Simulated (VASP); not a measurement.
# BN (P6_3/mmc) in VASP: relaxation of cell and atoms with r2SCAN

Aim: the relaxation of cell and atoms of BN with r2SCAN.

Program: VASP 6.6.1. These are calculated values, not measurements. Logs are shortened: lines on timing, memory, paths and dates and some standing lists are left out, and cuts for length are marked.

### 1 The cell of the first run

Symmetry: P6_3/mmc, No. 194, hexagonal system. Conventional cell: a = 2.500 Å, b = 2.500 Å, c = 4.022 Å, α = 90.00°, β = 90.00°, γ = 120.00°. B (site symmetry -3m) has 6 N at 1.76 Å and 2 B at 2.01 Å within 2.3 Å. Within 2.3 Å of N (site symmetry -6m2) lie 6 B at 1.76 Å.

### 2 Relaxation of cell and atoms, r2SCAN

POSCAR

```
BN
1.0
    2.5001234334      0.0000000000      0.0000000000
   -1.2500617167      2.1651704059      0.0000000000
    0.0000000000      0.0000000000      4.0222891988
B N
2 2
Direct
    0.0000000000      0.0000000000      0.0000000000
    0.0000000000      0.0000000000      0.5000000000
    0.3333333333      0.6666666667      0.2500000000
    0.6666666667      0.3333333333      0.7500000000
```

INCAR.step1

```
PREC = Accurate ; ENCUT = 600
ISMEAR = -1 ; SIGMA = 0.02
LREAL = False ; LASPH = True
NELM = 60 ; GGA = PE
ALGO = Normal ; EDIFF = 1E-4
LWAVE = True ; LCHARG = False
```

INCAR.step2

```
PREC = Accurate ; ENCUT = 600
EDIFF = 1E-7 ; ISMEAR = -1
SIGMA = 0.02 ; LREAL = False
LASPH = True ; NELM = 60
ALGO = Normal ; ISIF = 3
LWAVE = False ; LCHARG = False
METAGGA = R2SCAN ; LMIXTAU = True
IBRION = 2 ; NSW = 80
EDIFFG = -0.005 ; ISTART = 1
```

KPOINTS

```
Automatic mesh
0
Gamma
  12 12 6
```

Potentials or basis: VASP PAW PBE potentials, release 64 (B, N).

Command:

```sh
> cat potpaw_PBE.64/B/POTCAR potpaw_PBE.64/N/POTCAR > POTCAR
> cp INCAR.step1 INCAR
> mpirun -np 1 vasp_std > vasp.out
> cp INCAR.step2 INCAR
> mpirun -np 1 vasp_std > vasp.out
```

OUTCAR:

```text
PREC = Accurate
   ENCUT = 600
   EDIFF = 1E-7
   ISMEAR = -1
   LREAL = False
   LASPH = True
   NELM = 60
   ISIF = 3
   METAGGA = R2SCAN
   IBRION = 2
   NSW = 80
   EDIFFG = -0.005
   ISTART = 1

 ion  position               nearest neighbor table
   1  0.000  0.000  0.000-   3 1.76   4 1.76   3 1.76   4 1.76   4 1.76   3 1.76   2 2.01   2 2.01

   2  0.000  0.000  0.500-   3 1.76   4 1.76   3 1.76   4 1.76   4 1.76   3 1.76   1 2.01   1 2.01

   3  0.333  0.667  0.250-   1 1.76   2 1.76   1 1.76   2 1.76   1 1.76   2 1.76
   4  0.667  0.333  0.750-   1 1.76   2 1.76   1 1.76   2 1.76   1 1.76   2 1.76

  LATTYP: Found a hexagonal cell.
 ALAT       =     2.5001234334
 C/A-ratio  =     1.6088362459

  Lattice vectors:

 A1 = (   2.5001234334,   0.0000000000,   0.0000000000)
 A2 = (  -1.2500617167,   2.1651704059,   0.0000000000)
 A3 = (   0.0000000000,   0.0000000000,   4.0222891988)

Analysis of symmetry for initial positions (statically):
=====================================================================
 Subroutine PRICEL returns:
 Original cell was already a primitive cell.

 Routine SETGRP: Setting up the symmetry group for a
 hexagonal supercell.

 Subroutine GETGRP returns: Found 24 space group operations
 (whereof 12 operations were pure point group operations)
 out of a pool of 24 trial point group operations.

The static configuration has the point symmetry D_3d.
 The point group associated with its full space group is D_6h.

Analysis of symmetry for dynamics (positions and initial velocities):
=====================================================================
 Subroutine PRICEL returns:
 Original cell was already a primitive cell.

 Routine SETGRP: Setting up the symmetry group for a
 hexagonal supercell.

 Subroutine GETGRP returns: Found 24 space group operations
 (whereof 12 operations were pure point group operations)
 out of a pool of 24 trial point group operations.

The dynamic configuration has the point symmetry D_3d.
 The point group associated with its full space group is D_6h.

 Subroutine INISYM returns: Found 24 space group operations
 (whereof 12 operations are pure point group operations),
 and found     1 'primitive' translations

----------------------------------------------------------------------------------------

                                     Primitive cell

  volume of cell :      21.7734

  direct lattice vectors                    reciprocal lattice vectors
     2.500123433  0.000000000  0.000000000     0.399980252  0.230928706  0.000000000
[... 112 lines left out ...]
  Fermi-wavevector in a.u.,A,eV,Ry     =   1.477313  2.791717 29.694089  2.182454
  Thomas-Fermi vector in A             =   2.591732
   LORBIT       =      0    0 simple, 1 ext, 2 COOP (PROOUT), +10 PAW based schemes
   METAGGA = R2SCAN    functional components
   LHFCALC =     F    Hartree Fock is set to
   AEXX    =    0.0000 exact exchange contribution
   IVDW    =     0    specifies the selected vdW correction
   LEPSILON=     F    determine dielectric tensor
   LRPA    =     F    only Hartree local field effects (RPA)
 conjugate gradient relaxation of ions
 non-spin polarized calculation
  energy-cutoff  :      600.00
  volume of cell :       21.77
 maximum number of plane-waves:       756
 NGX is ok and might be reduce to    20
   NGX =  9   NGY =  9   NGZ = 17

--------------------------------------- Ionic step        1  -------------------------------------------

 number of electron      16.0000000 magnetization

 Free energy of the ion-electron system (eV)
  ---------------------------------------------------
  ext. energy  EPLUGINS =         0.00000000
  ---------------------------------------------------
  free energy    TOTEN  =       -30.83981874 eV

  energy without entropy =      -30.83981874  energy(sigma->0) =      -30.83981874

------------------------ aborting loop because EDIFF is reached ----------------------------------------

  FORCE on cell =-STRESS in cart. coord.  units (eV):
  Direction    XX          YY          ZZ          XY          YZ          ZX
  --------------------------------------------------------------------------------------
  -------------------------------------------------------------------------------------
  Total       -0.4703921     -0.4703921     -0.8220997      0.0000000      0.0000000     -0.0000000
  in kB      -34.6133635    -34.6133635    -60.4934367      0.0000000      0.0000000     -0.0000000
  external PRESSURE =     -43.2400546 kB  Pullay stress =       0.0000000 kB
[... 63 lines left out ...]
--------------------------------------- Ionic step        3  -------------------------------------------

 number of electron      16.0000000 magnetization

 Free energy of the ion-electron system (eV)
  ---------------------------------------------------
  ext. energy  EPLUGINS =         0.00000000
  ---------------------------------------------------
  free energy    TOTEN  =       -30.84334425 eV

  energy without entropy =      -30.84334425  energy(sigma->0) =      -30.84334425

 E-fermi :  10.4625     XC(G=0): -14.6162

 val. band max:       10.0247826800   @ k =   0.1667   0.0000   0.0000
 cond. band min:      11.8395740494   @ k =   0.3333   0.3333   0.0000
 fundamental gap:      1.8147913694
 Fermi energy:        10.4624861865

 k-point     1 :       0.0000    0.0000    0.0000
  band No.  band energies     occupation
      1     -13.4327      2.00000
      2      -8.1378      2.00000
      3      -2.6691      2.00000
      4       8.5728      2.00000
      5       8.5728      2.00000
      6       9.3049      2.00000
      7       9.3049      2.00000
      8       9.8806      2.00000
      9      16.3499      0.00000
     10      18.6632      0.00000
     11      19.2475      0.00000
     12      19.2475      0.00000
[... 331 lines left out ...]
 k-point    24 :       0.3333    0.0000    0.1667
  band No.  band energies     occupation
      1     -10.4632      2.00000
      2      -6.5728      2.00000
      3      -0.7149      2.00000
      4       1.1296      2.00000
      5       2.9052      2.00000
      6       5.0008      2.00000
      7       7.9499      2.00000
      8       9.0838      2.00000
      9      15.2006      0.00000
     10      17.1662      0.00000
     11      17.4783      0.00000
     12      18.3148      0.00000

 [... further k-points ...]

------------------------ aborting loop because EDIFF is reached ----------------------------------------

  FORCE on cell =-STRESS in cart. coord.  units (eV):
  Direction    XX          YY          ZZ          XY          YZ          ZX
  --------------------------------------------------------------------------------------
  -------------------------------------------------------------------------------------
  Total       -0.0144080     -0.0144080      0.0164528      0.0000000      0.0000000      0.0000000
  in kB       -1.0719804     -1.0719804      1.2241172      0.0000000      0.0000000      0.0000000
  external PRESSURE =      -0.3066145 kB  Pullay stress =       0.0000000 kB
[... 19 lines left out ...]
  FREE ENERGIE OF THE ION-ELECTRON SYSTEM (eV)
  ---------------------------------------------------
  free  energy   TOTEN  =       -30.8433442451 eV

  energy  without entropy=      -30.8433442451  energy(sigma->0) =      -30.84334425

 reached required accuracy - stopping structural energy minimisation
```

OUTCAR.step1:

```text
PREC = Accurate
   ENCUT = 600
   ISMEAR = -1
   LREAL = False
   LASPH = True
   NELM = 60
[... 592 lines left out ...]
      0.00000      0.00000      2.01114        -0.000000      0.000000     -0.000000
     -0.00000      1.44345      1.00557        -0.000000      0.000000      0.000000
      1.25006      0.72172      3.01672         0.000000     -0.000000      0.000000
 -----------------------------------------------------------------------------------
    total drift:                                0.000000     -0.000000      0.000000

  FREE ENERGIE OF THE ION-ELECTRON SYSTEM (eV)
  ---------------------------------------------------
  free  energy   TOTEN  =       -27.8533220408 eV

  energy  without entropy=      -27.8533220408  energy(sigma->0) =      -27.85332204
```

OSZICAR.step1:

```text
N       E                     dE             d eps       ncg     rms          rms(c)
DAV:   1     0.646220305696E+02    0.64622E+02   -0.99753E+03  1824   0.151E+03
DAV:   2    -0.262063839825E+02   -0.90828E+02   -0.82588E+02  2628   0.305E+02
DAV:   3    -0.293522232231E+02   -0.31458E+01   -0.31155E+01  2420   0.553E+01
DAV:   4    -0.293816626573E+02   -0.29439E-01   -0.29382E-01  2292   0.505E+00
DAV:   5    -0.293821343446E+02   -0.47169E-03   -0.47148E-03  2328   0.581E-01    0.862E+00
DAV:   6    -0.278521315519E+02    0.15300E+01   -0.52239E+00  2356   0.195E+01    0.329E+00
DAV:   7    -0.278526553216E+02   -0.52377E-03   -0.18274E-01  2204   0.469E+00    0.222E+00
DAV:   8    -0.278538895850E+02   -0.12343E-02   -0.15288E-02  2148   0.136E+00    0.260E-01
DAV:   9    -0.278532736202E+02    0.61596E-03   -0.14773E-03  2392   0.447E-01    0.729E-02
DAV:  10    -0.278533220408E+02   -0.48421E-04   -0.15732E-04  1404   0.130E-01
   1 F= -.27853322E+02 E0= -.27853322E+02  d E =-.250425E-11
```

Wall time 3 min (1 thread of Intel Xeon Platinum 8259CL at 2.50GHz (Skylake/Cascade Lake), shared host); peak memory 0.15 GiB.

What came out:

```
Free energy                           : -30.8433 eV
Relaxed volume                        : 5.38 Å³/atom
Relaxed cell                          : a = 2.493 Å, b = 2.493 Å, c = 4.002 Å, α = 90.00°, β = 90.00°, γ = 120.00°
Space group after relaxing (to 0.1 Å) : P6_3/mmc (No. 194)
Energy gained by relaxing             : 0.9 meV/atom
Ionic steps                           : 3
Pressure after relaxing               : 0.0 GPa
Band gap on the k mesh                : 1.81 eV (least direct gap 5.66 eV)
```

Stress tensor (GPa, compression positive):
```
-0.11  0.00  0.00
 0.00 -0.11  0.00
 0.00  0.00  0.12
```

Step by step:
```tsv
step	energy change (eV)	largest force (eV/Å)	pressure (GPa)	volume (Å³)
1	0.0000	0.0000	-4.32	21.77
2	-0.0004	0.0000	4.14	21.31
3	-0.0035	0.0000	-0.03	21.53
```

Final structure:
```xyz
4
Lattice="2.4928 0.0000 0.0000 -1.2464 2.1588 0.0000 0.0000 0.0000 4.0016" Properties=species:S:1:pos:R:3 pbc="T T T"
B     0.0000    0.0000    0.0000
B     0.0000    0.0000    2.0008
N     0.0000    1.4392    1.0004
N     1.2464    0.7196    3.0012
```

Caveat: the PAW data sets were made with another functional, which shifts forces and pressure a little. A k mesh can miss the band edges.
